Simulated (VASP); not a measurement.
# TaN (R-3m) in VASP: notebook

TaN is run at these levels: PBE; tasks: single point.

All numbers are computed with VASP 6.6.1; they aren't measurements. Logs are shortened: lines on timing, memory, paths and dates and some standing lists are left out, and cuts for length are marked.

### Step 1. The cell of the first run

The structure is trigonal, space group R-3m (No. 166). The conventional cell has a = 2.858 Å, b = 2.858 Å, c = 8.399 Å, α = 90.00°, β = 90.00°, γ = 120.00°. Ta (site symmetry -3m) has 6 N at 2.16 Å and 6 Ta at 2.86 Å within 2.9 Å. Within 2.9 Å of N (site symmetry -3m) lie 6 Ta at 2.16 Å and 6 N at 2.86 Å.

### Step 2. Single point, PBE

INCAR reads:

```
SYSTEM = TaN
PREC     = Accurate       ! precision mode
ENCUT    = 520            ! plane-wave cutoff, eV
EDIFF    = 1E-7           ! SCF threshold, eV
ISMEAR   = 0              ! smearing method
SIGMA    = 0.15           ! smearing width, eV
LREAL    = .FALSE.        ! projectors in reciprocal space
LASPH    = .TRUE.         ! aspherical terms in the spheres
NELM     = 60             ! most SCF steps
ALGO     = Normal         ! electronic algorithm
ISIF     = 2              ! what is computed and relaxed
LWAVE    = .FALSE.        ! write WAVECAR
LCHARG   = .TRUE.         ! write CHGCAR
GGA      = PE             ! functional
LELF     = .TRUE.         ! ELF
LVHAR    = .TRUE.       
NBANDS   = 15             ! bands
```

KPOINTS reads:

```
Automatic mesh
0
G
  20 20 20
  0 0 0
```

POSCAR reads:

```
TaN
1.0
    0.2689523142      2.2901370400      2.2901370400
    2.2901370400      0.2689523142      2.2901370400
    2.2901370400      2.2901370400      0.2689523142
Ta N
1 1
Direct
    0.5000000000      0.5000000000      0.5000000000
    0.0000000000      0.0000000000      0.0000000000
```

Potentials or basis: VASP PAW PBE potentials, release 64 (Ta_pv, N).

Run with:

```
cat potpaw_PBE.64/Ta_pv/POTCAR potpaw_PBE.64/N/POTCAR > POTCAR
mpirun -np 1 vasp_std > vasp.out
```

OUTCAR:

```text
SYSTEM = TaN
   PREC = Accurate
   ENCUT = 520
   EDIFF = 1E-7
   ISMEAR = 0
   LREAL = .FALSE.
   LASPH = .TRUE.
   NELM = 60
   ISIF = 2
   GGA = PE

 ion  position               nearest neighbor table
   1  0.500  0.500  0.500-   2 2.16   2 2.16   2 2.16   2 2.16   2 2.16   2 2.16
   2  0.000  0.000  0.000-   1 2.16   1 2.16   1 2.16   1 2.16   1 2.16   1 2.16

  LATTYP: Found a trigonal (rhomboedric) cell.
 ALAT       =     3.2498908707
 COS(alpha) =     0.6132106929

  Lattice vectors:

 A1 = (   0.2689523142,   2.2901370400,   2.2901370400)
 A2 = (   2.2901370400,   0.2689523142,   2.2901370400)
 A3 = (   2.2901370400,   2.2901370400,   0.2689523142)

Analysis of symmetry for initial positions (statically):
=====================================================================
 Subroutine PRICEL returns:
 Original cell was already a primitive cell.

 Routine SETGRP: Setting up the symmetry group for a
 trigonal (rhombohedral) supercell.

 Subroutine GETGRP returns: Found 12 space group operations
 (whereof 12 operations were pure point group operations)
 out of a pool of 12 trial point group operations.

The static configuration has the point symmetry D_3d.

Analysis of symmetry for dynamics (positions and initial velocities):
=====================================================================
 Subroutine PRICEL returns:
 Original cell was already a primitive cell.

 Routine SETGRP: Setting up the symmetry group for a
 trigonal (rhombohedral) supercell.

 Subroutine GETGRP returns: Found 12 space group operations
 (whereof 12 operations were pure point group operations)
 out of a pool of 12 trial point group operations.

The dynamic configuration has the point symmetry D_3d.

 Subroutine INISYM returns: Found 12 space group operations
 (whereof 12 operations are pure point group operations),
 and found     1 'primitive' translations

----------------------------------------------------------------------------------------

                                     Primitive cell

  volume of cell :      19.8100

  direct lattice vectors                    reciprocal lattice vectors
     0.268952314  2.290137040  2.290137040    -0.261100066  0.233659263  0.233659263
     2.290137040  0.268952314  2.290137040     0.233659263 -0.261100066  0.233659263
     2.290137040  2.290137040  0.268952314     0.233659263  0.233659263 -0.261100066

  length of vectors
     3.249890871  3.249890871  3.249890871     0.421149080  0.421149080  0.421149080

  position of ions in fractional coordinates (direct lattice)
     0.500000000  0.500000000  0.500000000
     0.000000000  0.000000000  0.000000000

  ion indices of the primitive-cell ions
   primitive index   ion index
                 1           1
                 2           2

----------------------------------------------------------------------------------------

 KPOINTS: Automatic mesh

Automatic generation of k-mesh.
 Grid dimensions read from file:
 generate k-points for:   20   20   20

 Generating k-lattice:

  Cartesian coordinates                     Fractional coordinates (reciprocal lattice)
    -0.013055003  0.011682963  0.011682963     0.050000000  0.000000000  0.000000000
     0.011682963 -0.013055003  0.011682963     0.000000000  0.050000000  0.000000000
     0.011682963  0.011682963 -0.013055003     0.000000000  0.000000000  0.050000000

  Length of vectors
     0.021057454  0.021057454  0.021057454

  Shift w.r.t. Gamma in fractional coordinates (k-lattice)
     0.000000000  0.000000000  0.000000000

 Subroutine IBZKPT returns following result:
 ===========================================

 Found    781 irreducible k-points:

 Following reciprocal coordinates:
            Coordinates               Weight
  0.000000  0.000000  0.000000      1.000000
  0.050000 -0.000000 -0.000000      6.000000
  0.100000  0.000000  0.000000      6.000000
  0.150000  0.000000  0.000000      6.000000
  0.200000  0.000000  0.000000      6.000000
  0.250000  0.000000  0.000000      6.000000
[... 16 lines left out ...]
 -0.400000  0.050000  0.000000     12.000000
 -0.350000  0.050000 -0.000000     12.000000
 [... further k-points ...]
   k-points           NKPTS =    781   k-points in BZ     NKDIM =    781   number of bands    NBANDS=     15
   number of dos      NEDOS =    301   number of ions     NIONS =      2
   total plane-waves  NPLWV =  13824
   dimension x,y,z NGX =    24 NGY =   24 NGZ =   24
   dimension x,y,z NGXF=    48 NGYF=   48 NGZF=   48
   ions per type =               1   1
   NGX,Y,Z   is equivalent  to a cutoff of  12.28, 12.28, 12.28 a.u.
   NGXF,Y,Z  is equivalent  to a cutoff of  24.55, 24.55, 24.55 a.u.
 SYSTEM =  TaN
   PREC   = accura    normal or accurate (medium, high low for compatibility)
   ISTART =      0    job   : 0-new  1-cont  2-samecut
   ICHARG =      2    charge: 1-file 2-atom 10-const
   ISPIN  =      1    spin polarized calculation?
   LNONCOLLINEAR =      F non collinear calculations
   LSORBIT =      F    spin-orbit coupling
   LASPH  =      T    aspherical Exc in radial PAW
   ENCUT  =  520.0 eV  38.22 Ry    6.18 a.u.   6.04  6.04  6.04*2*pi/ulx,y,z
   NELM   =     60;   NELMIN=  2; NELMDL= -5     # of ELM steps
   EDIFF  = 0.1E-06   stopping-criterion for ELM
   LREAL  =      F    real-space projection
   EDIFFG = 0.1E-05   stopping-criterion for IOM
   NSW    =      0    number of steps for IOM
   IBRION =     -1    ionic relax: 0-MD 1-quasi-New 2-CG
   NFREE  =      0    steps in history (QN), initial steepest desc. (CG)
   ISIF   =      2    stress and relaxation
   ISYM   =      2    0-nonsym 1-usesym 2-fastsym
   POTIM  = 0.5000    time-step for ionic-motion
   TEBEG  =    0.0;   TEEND  =   0.0 temperature during run
   PSTRESS=    0.0 pullay stress
   NELECT =      16.0000    total number of electrons
   NUPDOWN=      -1.0000    fix difference up-down
   EMIN   =  10.00;   EMAX   =-10.00  energy-range for DOS
   EFERMI =   0.00;   METHOD = LEGACY
   ISMEAR =     0;   SIGMA  =   0.15  broadening in eV -4-tet -1-fermi 0-gaus
   EFERMI_NEDOS =   21; number of points for ismear=-14 and -15
   IALGO  =     38    algorithm
   IMIX   =      4    mixing-type and parameters
     AMIX     =   0.40;   BMIX     =  1.00
     AMIX_MAG =   1.60;   BMIX_MAG =  1.00
  volume/ion in A,a.u.               =       9.90        66.84
  Fermi-wavevector in a.u.,A,eV,Ry     =   1.524591  2.881059 31.625076  2.324378
  Thomas-Fermi vector in A             =   2.632877
   LORBIT       =      0    0 simple, 1 ext, 2 COOP (PROOUT), +10 PAW based schemes
   GGA     = PE    functional components
   LHFCALC =     F    Hartree Fock is set to
   AEXX    =    0.0000 exact exchange contribution
   IVDW    =     0    specifies the selected vdW correction
   LEPSILON=     F    determine dielectric tensor
   LRPA    =     F    only Hartree local field effects (RPA)
 non-spin polarized calculation
 Gauss-broadening in eV      SIGMA  =   0.15
  energy-cutoff  :      520.00
  volume of cell :       19.81
 maximum number of plane-waves:       546
   NGX = 13   NGY = 13   NGZ = 13

 number of electron      16.0000001 magnetization

 Free energy of the ion-electron system (eV)
  ---------------------------------------------------
  ext. energy  EPLUGINS =         0.00000000
  ---------------------------------------------------
  free energy    TOTEN  =       -21.48689161 eV

  energy without entropy =      -21.47761400  energy(sigma->0) =      -21.48225280

 E-fermi :   9.8391     XC(G=0): -13.8320

 val. band max:        9.8370343586   @ k =  -0.1000  -0.1000   0.0500
 cond. band min:       9.8404938612   @ k =   0.3500   0.3500   0.3000
 fundamental gap:      0.0034595026
 Fermi energy:         9.8390990814

 k-point     1 :       0.0000    0.0000    0.0000
  band No.  band energies     occupation
      1     -25.6242      2.00000
      2     -25.1314      2.00000
      3     -25.1314      2.00000
      4      -9.0168      2.00000
      5       5.7300      2.00000
      6       5.8680      2.00000
      7       7.0178      2.00000
      8       7.0178      2.00000
      9       8.6486      2.00000
     10       8.6486      2.00000
     11      11.0606      0.00000
     12      11.0606      0.00000
     13      13.3132      0.00000
     14      20.1819      0.00000
     15      22.8109      0.00000

 k-point     2 :       0.0500   -0.0000   -0.0000
  band No.  band energies     occupation
      1     -25.6239      2.00000
      2     -25.1695      2.00000
      3     -25.1378      2.00000
      4      -8.9431      2.00000
      5       5.3890      2.00000
      6       6.0496      2.00000
      7       6.7279      2.00000
      8       6.8045      2.00000
      9       8.7266      2.00000
     10       8.7445      2.00000
     11      11.3193      0.00000
     12      11.3357      0.00000
     13      13.5205      0.00000
     14      20.4504      0.00000
     15      22.8108      0.00000

 k-point     3 :       0.1000    0.0000    0.0000
  band No.  band energies     occupation
      1     -25.6240      2.00000
      2     -25.2776      2.00000
      3     -25.1563      2.00000
      4      -8.7287      2.00000
      5       4.7922      2.00000
      6       5.7872      2.00000
      7       6.2957      2.00000
      8       6.5476      2.00000
      9       8.8474      2.00000
     10       9.0296      2.00000
     11      11.9936      0.00000
     12      12.0266      0.00000
     13      14.0744      0.00000
     14      21.2020      0.00000
     15      22.8106      0.00000
[... 343 lines left out ...]
 k-point    23 :      -0.4000    0.0500    0.0000
  band No.  band energies     occupation
      1     -26.4712      2.00000
      2     -25.5694      2.00000
      3     -25.3955      2.00000
      4      -5.7578      2.00000
      5       0.0094      2.00000
      6       1.4374      2.00000
      7       3.3567      2.00000
      8       9.2060      2.00000
      9      12.4932      0.00000
     10      14.2883      0.00000
     11      16.0707      0.00000
     12      17.4838      0.00000
     13      18.5741      0.00000
     14      22.2412      0.00000
     15      22.7952      0.00000

 k-point    24 :      -0.3500    0.0500   -0.0000
  band No.  band energies     occupation
      1     -26.3534      2.00000
      2     -25.5698      2.00000
      3     -25.3717      2.00000
      4      -6.1848      2.00000
      5       0.6060      2.00000
      6       1.7021      2.00000
      7       3.6066      2.00000
      8       8.9294      2.00000
      9      11.3848      0.00000
     10      13.5303      0.00000
     11      16.2086      0.00000
     12      17.0347      0.00000
     13      17.9602      0.00000
     14      22.7640      0.00000
     15      23.0353      0.00000

 [... further k-points ...]

------------------------ aborting loop because EDIFF is reached ----------------------------------------

  FORCE on cell =-STRESS in cart. coord.  units (eV):
  Direction    XX          YY          ZZ          XY          YZ          ZX
  --------------------------------------------------------------------------------------
  -------------------------------------------------------------------------------------
  Total        4.4458716      4.4458716      4.4458716     -0.8393659     -0.8393659     -0.8393659
  in kB      359.5696442    359.5696442    359.5696442    -67.8855645    -67.8855645    -67.8855645
  external PRESSURE =     359.5696442 kB  Pullay stress =       0.0000000 kB

 VOLUME and BASIS-vectors are now :
 -----------------------------------------------------------------------------
  energy-cutoff  :      520.00
  volume of cell :       19.81
      direct lattice vectors                 reciprocal lattice vectors
     0.268952314  2.290137040  2.290137040    -0.261100066  0.233659263  0.233659263
     2.290137040  0.268952314  2.290137040     0.233659263 -0.261100066  0.233659263
     2.290137040  2.290137040  0.268952314     0.233659263  0.233659263 -0.261100066

 POSITION                                       TOTAL-FORCE (eV/Angst)
 -----------------------------------------------------------------------------------
      2.42461      2.42461      2.42461         0.000000     -0.000000      0.000000
      0.00000      0.00000      0.00000        -0.000000      0.000000     -0.000000
 -----------------------------------------------------------------------------------
    total drift:                                0.000000     -0.000000      0.000000

  FREE ENERGIE OF THE ION-ELECTRON SYSTEM (eV)
  ---------------------------------------------------
  free  energy   TOTEN  =       -21.4868916083 eV

  energy  without entropy=      -21.4776139979  energy(sigma->0) =      -21.48225280
```

Wall time 2.3 min (1 thread of Intel Xeon Platinum 8259CL at 2.50GHz (Skylake/Cascade Lake), shared host); peak memory 0.34 GiB.

What came out:

```yaml
Free_energy: -21.4869 eV
Pressure: 36.0 GPa
Band_gap_on_the_k_mesh: zero (band 8 reaches 11.07 eV, above the bottom of band 9 at 8.64 eV)
```

Stress tensor (GPa, compression positive):
```
35.96 -6.79 -6.79
-6.79 35.96 -6.79
-6.79 -6.79 35.96
```

Levels at points of the mesh, in eV from the Fermi level:
```
           k point  band 5  band 6  band 7  band 8  band 9  band 10  band 11  band 12
(0.00, 0.00, 0.00)   -4.11   -3.97   -2.82   -2.82   -1.19    -1.19     1.22     1.22
(0.50, 0.00, 0.00)  -10.31   -8.63   -6.66   -0.34    4.53     4.67     4.95     8.53
(0.50, 0.50, 0.00)   -6.36   -5.57   -4.50   -3.62    2.43     3.42     5.05     5.23
(0.50, 0.50, 0.50)  -10.51   -6.13   -6.13    1.23    1.73     1.73     5.70     7.45
```

Caveat: spin-orbit coupling is left out, which moves the levels of the heavy elements.

(Part 1 of 3 ends here.)
